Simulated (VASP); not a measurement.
# Cr (Fm-3m) in VASP: notebook

Runs on Cr. Level: PBE. Tasks: density of states.

All numbers are computed with VASP 6.6.1; they aren't measurements. Logs are shortened: lines on timing, memory, paths and dates and some standing lists are left out, and cuts for length are marked.

**1. The cell of the first run**

It takes space group Fm-3m (No. 225, cubic). The conventional cell has a = 2.670 Å, b = 2.670 Å, c = 2.670 Å, α = 90.00°, β = 90.00°, γ = 90.00°. Within 2.5 Å of Cr (site symmetry m-3m) lie 12 Cr at 1.89 Å.

**2. Density of states, PBE, collinear spin, ferromagnetic start (volume scaled by 0.4)**

Contents of POSCAR:

```
Cr
1.0
    0.0000000000      1.3352110408      1.3352110408
    1.3352110408      0.0000000000      1.3352110408
    1.3352110408      1.3352110408      0.0000000000
Cr
1
Direct
    0.0000000000      0.0000000000      0.0000000000
```

Contents of INCAR.step1:

```
  PREC = Accurate
  ENCUT = 520
  EDIFF = 1E-6
  ISMEAR = -1
  SIGMA = 0.1
  LREAL = F
  LASPH = T
  NELM = 150
  ALGO = Normal
  ISIF = 2
  LWAVE = F
  LCHARG = T
  ISPIN = 2
  MAGMOM = 2
  LMAXMIX = 4
  GGA = PE
  NBANDS = 16
```

Contents of KPOINTS.step1:

```
regular mesh
0
Gamma
  18 18 18
```

Contents of INCAR.step2:

```
  PREC = Accurate
  ENCUT = 520
  EDIFF = 1E-6
  ISMEAR = -5
  SIGMA = 0.1
  LREAL = F
  LASPH = T
  NELM = 150
  ALGO = Normal
  ISIF = 2
  LWAVE = F
  LCHARG = F
  ISPIN = 2
  MAGMOM = 2
  LORBIT = 10
  LMAXMIX = 4
  GGA = PE
  NBANDS = 16
  NEDOS = 2001
  ICHARG = 11
```

Contents of KPOINTS.step2:

```
regular mesh
0
Gamma
  27 27 27
```

Potentials or basis: VASP PAW PBE potentials, release 64 (Cr_pv).

The run is started by

```console
cat potpaw_PBE.64/Cr_pv/POTCAR > POTCAR
cp INCAR.step1 INCAR
cp KPOINTS.step1 KPOINTS
mpirun -np 1 vasp_std > vasp.out
cp INCAR.step2 INCAR
cp KPOINTS.step2 KPOINTS
mpirun -np 1 vasp_std > vasp.out
```

OUTCAR:

```text
PREC = Accurate
   ENCUT = 520
   EDIFF = 1E-6
   ISMEAR = -5
   LREAL = F
   LASPH = T
   NELM = 150
   ISIF = 2
   ISPIN = 2
   LORBIT = 10
   GGA = PE
   ICHARG = 11

 ion  position               nearest neighbor table
   1  0.000  0.000  0.000-

  LATTYP: Found a face centered cubic cell.
 ALAT       =     2.6704220816

  Lattice vectors:

 A1 = (   0.0000000000,   1.3352110408,   1.3352110408)
 A2 = (   1.3352110408,   0.0000000000,   1.3352110408)
 A3 = (   1.3352110408,   1.3352110408,   0.0000000000)

Analysis of symmetry for initial positions (statically):
=====================================================================
 Subroutine PRICEL returns:
 Original cell was already a primitive cell.

 Routine SETGRP: Setting up the symmetry group for a
 face centered cubic supercell.

 Subroutine GETGRP returns: Found 48 space group operations
 (whereof 48 operations were pure point group operations)
 out of a pool of 48 trial point group operations.

The static configuration has the point symmetry O_h .

Analysis of symmetry for dynamics (positions and initial velocities):
=====================================================================
 Subroutine PRICEL returns:
 Original cell was already a primitive cell.

 Routine SETGRP: Setting up the symmetry group for a
 face centered cubic supercell.

 Subroutine GETGRP returns: Found 48 space group operations
 (whereof 48 operations were pure point group operations)
 out of a pool of 48 trial point group operations.

The dynamic configuration has the point symmetry O_h .

Analysis of structural, dynamic, and magnetic symmetry:
=====================================================================
 Subroutine PRICEL returns:
 Original cell was already a primitive cell.

 Routine SETGRP: Setting up the symmetry group for a
 face centered cubic supercell.

 Subroutine GETGRP returns: Found 48 space group operations
 (whereof 48 operations were pure point group operations)
 out of a pool of 48 trial point group operations.

The overall configuration has the point symmetry O_h .

 Subroutine INISYM returns: Found 48 space group operations
 (whereof 48 operations are pure point group operations),
 and found     1 'primitive' translations

----------------------------------------------------------------------------------------

                                     Primitive cell

  volume of cell :       4.7608

  direct lattice vectors                    reciprocal lattice vectors
     0.000000000  1.335211041  1.335211041    -0.374472637  0.374472637  0.374472637
     1.335211041  0.000000000  1.335211041     0.374472637 -0.374472637  0.374472637
     1.335211041  1.335211041  0.000000000     0.374472637  0.374472637 -0.374472637
[... 98 lines left out ...]
   EFERMI =   0.00;   METHOD = LEGACY
   ISMEAR =    -5;   SIGMA  =   0.10  broadening in eV -4-tet -1-fermi 0-gaus
   EFERMI_NEDOS =   21; number of points for ismear=-14 and -15
   IALGO  =     38    algorithm
   IMIX   =      4    mixing-type and parameters
     AMIX     =   0.40;   BMIX     =  1.00
     AMIX_MAG =   1.60;   BMIX_MAG =  1.00
  volume/ion in A,a.u.               =       4.76        32.13
  Fermi-wavevector in a.u.,A,eV,Ry     =   2.227967  4.210246 67.537075  4.963835
  Thomas-Fermi vector in A             =   3.182792
   LORBIT       =     10    0 simple, 1 ext, 2 COOP (PROOUT), +10 PAW based schemes
   GGA     = PE    functional components
   LHFCALC =     F    Hartree Fock is set to
   AEXX    =    0.0000 exact exchange contribution
   IVDW    =     0    specifies the selected vdW correction
   LEPSILON=     F    determine dielectric tensor
   LRPA    =     F    only Hartree local field effects (RPA)
 spin polarized calculation
 Fermi weights with tetrahedron method with Bloechl corrections
  energy-cutoff  :      520.00
  volume of cell :        4.76
 maximum number of plane-waves:       138
 NGX is ok and might be reduce to    14

 number of electron      12.0000009 magnetization      -0.0000177

 Free energy of the ion-electron system (eV)
  ---------------------------------------------------
  ext. energy  EPLUGINS =         0.00000000
  ---------------------------------------------------
  free energy    TOTEN  =         4.46637978 eV

  energy without entropy =        4.46637978  energy(sigma->0) =        4.46637978

 E-fermi :  29.7380     XC(G=0): -19.6342

 val. band max:       29.8665018029   @ k =  -0.1852   0.2222   0.0370
 cond. band min:      29.4502634109   @ k =  -0.1852   0.1852   0.0000
 fundamental gap:     -0.4162383920
 Fermi energy:        29.7379830084

 spin component 1

 k-point     1 :       0.0000    0.0000    0.0000
  band No.  band energies     occupation
      1     -10.3703      1.00000
      2     -10.3703      1.00000
      3     -10.3703      1.00000
      4      24.0245      1.00000
      5      26.2871      1.00000
      6      26.2871      1.00000
[... 435 lines left out ...]
      5      26.0377      1.00000
      6      26.4436      1.00000
[... 8 lines left out ...]
     15      80.6708      0.00000
     16      82.8144      0.00000

 [... further k-points ...]

 spin component 2

 k-point     1 :       0.0000    0.0000    0.0000
  band No.  band energies     occupation
      1     -10.3704      1.00000
      2     -10.3703      1.00000
      3     -10.3703      1.00000
      4      24.0245      1.00000
      5      26.2871      1.00000
      6      26.2871      1.00000
[... 435 lines left out ...]
      5      26.0377      1.00000
      6      26.4435      1.00000
[... 8 lines left out ...]
     15      80.6708      0.00000
     16      82.8143      0.00000

 [... further k-points ...]
[... 5 lines left out ...]
  --------------------------------------------------------------------------------------
  -------------------------------------------------------------------------------------
  Total       39.3130514     39.3130514     39.3130514     -0.0000000     -0.0000000      0.0000000
  in kB    13230.2361721  13230.2361721  13230.2361721     -0.0000000     -0.0000000      0.0000000
  external PRESSURE =   13230.2361721 kB  Pullay stress =       0.0000000 kB

 VOLUME and BASIS-vectors are now :
 -----------------------------------------------------------------------------
  energy-cutoff  :      520.00
  volume of cell :        4.76
      direct lattice vectors                 reciprocal lattice vectors
     0.000000000  1.335211041  1.335211041    -0.374472637  0.374472637  0.374472637
     1.335211041  0.000000000  1.335211041     0.374472637 -0.374472637  0.374472637
     1.335211041  1.335211041  0.000000000     0.374472637  0.374472637 -0.374472637

 POSITION                                       TOTAL-FORCE (eV/Angst)
 -----------------------------------------------------------------------------------
      0.00000      0.00000      0.00000         0.000000     -0.000000     -0.000000
 -----------------------------------------------------------------------------------
    total drift:                               -0.000000     -0.000000     -0.000000

  FREE ENERGIE OF THE ION-ELECTRON SYSTEM (eV)
  ---------------------------------------------------
  free  energy   TOTEN  =         4.4663797835 eV

  energy  without entropy=        4.4663797835  energy(sigma->0) =        4.46637978

 total charge

# of ion       s       p       d       tot
------------------------------------------
    1        0.720   7.042   6.936  14.699

 magnetization (x)

# of ion       s       p       d       tot
------------------------------------------
    1        0.000  -0.000  -0.000  -0.000
```

It took 68 s on 1 thread of Intel Xeon Platinum 8375C at 2.90GHz (Ice Lake), shared host; peak memory 0.17 GiB.

Results:

- Net moment: 0.00 μB per cell

Caveat: the cell differs from its parent crystal (volume scaled by 0.4); the starting moments collapsed, and a magnetic state may lie lower; tetrahedron occupations give inexact forces and stress in metals.

**3. Density of states, PBE, collinear spin, ferromagnetic start**

This run uses another cell than the first one, of 11.90 Å³/atom, 2.500 times its volume.

Contents of POSCAR:

```
Cr
1.0
    0.0000000000      1.8121601855      1.8121601855
    1.8121601855      0.0000000000      1.8121601855
    1.8121601855      1.8121601855      0.0000000000
Cr
1
Direct
    0.0000000000      0.0000000000      0.0000000000
```

Contents of INCAR.step1:

```
ALGO = Normal
EDIFF = 1E-6
ENCUT = 520
GGA = PE
ISIF = 2
ISMEAR = -1
ISPIN = 2
LASPH = True
LCHARG = True
LMAXMIX = 4
LREAL = False
LWAVE = False
MAGMOM = 2
NBANDS = 16
NELM = 150
PREC = Accurate
SIGMA = 0.1
```

Contents of KPOINTS.step1:

```
k-points
0
Gamma
  18 18 18
```

Contents of INCAR.step2:

```
ALGO = Normal
EDIFF = 1E-6
ENCUT = 520
GGA = PE
ICHARG = 11
ISIF = 2
ISMEAR = -5
ISPIN = 2
LASPH = True
LCHARG = False
LMAXMIX = 4
LORBIT = 10
LREAL = False
LWAVE = False
MAGMOM = 2
NEDOS = 1001
NELM = 150
PREC = Accurate
SIGMA = 0.1
```

Contents of KPOINTS.step2:

```
k-points
0
Gamma
  27 27 27
```

Potentials or basis: VASP PAW PBE potentials, release 64 (Cr_pv).

The run is started by

```console
cat potpaw_PBE.64/Cr_pv/POTCAR > POTCAR
cp INCAR.step1 INCAR
cp KPOINTS.step1 KPOINTS
mpirun -np 1 vasp_std > vasp.out
cp INCAR.step2 INCAR
cp KPOINTS.step2 KPOINTS
mpirun -np 1 vasp_std > vasp.out
```

OUTCAR:

```text
EDIFF = 1E-6
   ENCUT = 520
   GGA = PE
   ICHARG = 11
   ISIF = 2
   ISMEAR = -5
   ISPIN = 2
   LASPH = True
   LORBIT = 10
   LREAL = False
   NELM = 150
   PREC = Accurate

 ion  position               nearest neighbor table
   1  0.000  0.000  0.000-

  LATTYP: Found a face centered cubic cell.
 ALAT       =     3.6243203710

  Lattice vectors:

 A1 = (   0.0000000000,   1.8121601855,   1.8121601855)
 A2 = (   1.8121601855,   0.0000000000,   1.8121601855)
[... 874 lines left out ...]
 [... further k-points ...]
[... 5 lines left out ...]
  --------------------------------------------------------------------------------------
  -------------------------------------------------------------------------------------
  Total       -0.1522972     -0.1522972     -0.1522972     -0.0000000     -0.0000000     -0.0000000
  in kB      -20.5013641    -20.5013641    -20.5013641     -0.0000000     -0.0000000     -0.0000000
  external PRESSURE =     -20.5013641 kB  Pullay stress =       0.0000000 kB

 VOLUME and BASIS-vectors are now :
 -----------------------------------------------------------------------------
  energy-cutoff  :      520.00
  volume of cell :       11.90
      direct lattice vectors                 reciprocal lattice vectors
     0.000000000  1.812160186  1.812160186    -0.275913798  0.275913798  0.275913798
     1.812160186  0.000000000  1.812160186     0.275913798 -0.275913798  0.275913798
     1.812160186  1.812160186  0.000000000     0.275913798  0.275913798 -0.275913798

 POSITION                                       TOTAL-FORCE (eV/Angst)
 -----------------------------------------------------------------------------------
      0.00000      0.00000      0.00000         0.000000      0.000000      0.000000
 -----------------------------------------------------------------------------------
    total drift:                                0.000000     -0.000000     -0.000000

  FREE ENERGIE OF THE ION-ELECTRON SYSTEM (eV)
  ---------------------------------------------------
  free  energy   TOTEN  =        -9.1224969124 eV

  energy  without entropy=       -9.1224969124  energy(sigma->0) =       -9.12249691

 total charge

# of ion       s       p       d       tot
------------------------------------------
    1        0.440   6.373   4.195  11.008

 magnetization (x)

# of ion       s       p       d       tot
------------------------------------------
    1        0.000   0.000   0.000   0.000
```

It took 2.6 min on 1 thread of AMD EPYC 7R43 (Zen 3), shared host; peak memory 0.19 GiB.

Results:

| Property | Result |
| --- | --- |
| Net moment | 0.00 μB per cell |
| Valence electrons inside the program's atomic spheres | Cr 11.01 |

Caveat: the starting moments collapsed, and a magnetic state may lie lower; tetrahedron occupations give inexact forces and stress in metals.
